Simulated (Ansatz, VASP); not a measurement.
## Two plane-wave programs on W

```
CELL_PARAMETERS angstrom
-1.63664 1.63664 1.50571
1.63664 -1.63664 1.50571
1.63664 1.63664 -1.50571
ATOMIC_POSITIONS crystal
W 0.00000 0.00000 0.00000
```

Alike in both runs: task single point; functional PBE; k mesh 30 × 30 × 30; occupations gaussian, width 0.15 eV; no spin polarisation.

|  | VASP | Ansatz |
| --- | --- | --- |
| version | VASP 6.6.1 | Ansatz 0.2.0 |
| potentials or method | VASP PAW PBE potentials, release 64 (W_sv), cutoff 500 eV | scalar-relativistic, plane waves, PAW |
| valence electrons in the cell | 14 | 14 |

|  | VASP | Ansatz | Ansatz less VASP |
| --- | --- | --- | --- |
| gap on the k mesh at the Fermi level (eV) | none | none | - |
| pressure (GPa) | 1.7 | 1.2 | -0.49 |
| traceless stress, the component that is largest in VASP (GPa) | 17.99 | 17.99 | +0.003 |

A gap of «none» marks a metal or a gap that the smearing closes.

Spin-orbit coupling is off throughout.
